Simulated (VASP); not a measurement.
## Mo: single point with LDA

Crystal: Mo.

```
Mo
1.0
    -1.58381    1.58381    1.58381
     1.58381   -1.58381    1.58381
     1.58381    1.58381   -1.58381
Mo
1
Cartesian
  0.0000 0.0000 0.0000
```

```yaml
Program: VASP 6.6.1
Task: single point
Functional: LDA
Potentials_or_basis: VASP PAW LDA potentials, release 64 (Mo_sv)
Cutoff: 520 eV
k_mesh: 9 × 9 × 9
Occupations: fermi-dirac, width 0.05 eV
Spin: non-collinear spin, zero start, spin-orbit coupling
Starting_moments: "[[0.0, 0.0, 0.0]] μB"
Dipole_correction: no
Further_INCAR_settings: ALGO = Fast; EDIFF = 1e-07; NBANDS = 25
```

```json
{
  "Pressure": "-13.2 GPa",
  "Net moment": "0.00 μB per cell",
  "Valence electrons inside the program's atomic spheres": "Mo 12.48"
}
```

Moments on the atoms (μB; x, y, z):
```
Mo  0.00 0.00 0.00
```

Run time: 47 s on 1 thread of Intel Xeon 8259CL, with other jobs on the host, peak memory 0.16 GiB.

Caveat: the cell stands under tension.
